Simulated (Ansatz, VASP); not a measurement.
TiO2 in VASP and in Ansatz

```
Ti O
1.0
     4.59685    0.00000    0.00000
     0.00000    4.59685    0.00000
     0.00000    0.00000    2.95350
Ti O
2 4
Direct
  0.00000 0.00000 0.00000
  0.50000 0.50000 0.50000
  0.30464 0.30464 0.00000
  0.19536 0.80464 0.50000
  0.69536 0.69536 0.00000
  0.80464 0.19536 0.50000
```

Alike in both runs: task single point; functional r2SCAN; k mesh 6 × 6 × 8; no spin polarisation.

|  | VASP | Ansatz |
| --- | --- | --- |
| version | VASP 6.6.1 | Ansatz 0.2.0 |
| potentials or method | VASP PAW PBE potentials, release 64 (Ti_sv, O) | plane waves, PAW |
| plane-wave cutoff (eV) | 520 | 500 |
| occupations | gaussian, width 0.01 eV | fixed |
| valence electrons in the cell | 48 | 48 |

```tsv
	VASP	Ansatz	Ansatz less VASP
gap on the k mesh at the Fermi level (eV)	2.23	2.22	-0.009
pressure (GPa)	1.3	0.0	-1.26
traceless stress, the component that is largest in VASP (GPa)	0.49	0.02	-0.466
rms of the force components (eV/Å)	0.018	0.002	-0.0159
```

VASP's potentials were made for PBE, not for r2SCAN. Atom by atom the forces differ by 0.016 eV/Å (rms over components).
